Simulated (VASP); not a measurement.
## Lu: single point with PBE

Lu:

```
Lu
1.0
     3.55323    0.00000    0.00000
    -1.77662    3.07719    0.00000
     0.00000    0.00000    5.54937
Lu
2
Direct
  0.33333 0.66667 0.25000
  0.66667 0.33333 0.75000
```

* Program: VASP 6.6.1
* Task: single point
* Functional: PBE
* Potentials or basis: VASP PAW PBE potentials, release 64 (Lu)
* Cutoff: 520 eV
* k mesh: 17 × 17 × 10
* Occupations: fermi-dirac, width 0.1 eV
* Spin: no spin polarisation

| Item | Value |
| --- | --- |
| Pressure | -1.5 GPa |
| Band gap on the k mesh | zero (bands 25 and 26 overlap by 1.78 eV) |

Stress tensor (GPa, compression positive):
```
-1.60  0.00  0.00
 0.00 -1.60  0.00
 0.00  0.00 -1.44
```

Levels at points of the mesh, in eV from the Fermi level:
```
           k point  band 21  band 22  band 23  band 24  band 25  band 26  band 27  band 28  band 29  band 30
(0.00, 0.00, 0.00)    -4.96    -4.94    -4.94    -2.32     0.55     2.16     2.16     2.56     2.86     2.86
(0.00, 0.00, 0.50)    -4.94    -4.94    -4.30    -4.30     1.21     1.21     2.06     2.06     2.06     2.06
```

It took 4.7 min on 1 thread of Intel(R) Xeon(R) Platinum 8488C (Sapphire Rapids) (shared host), peak memory 0.42 GiB.

Caveat: spin-orbit coupling is left out, which moves the levels of the heavy elements.
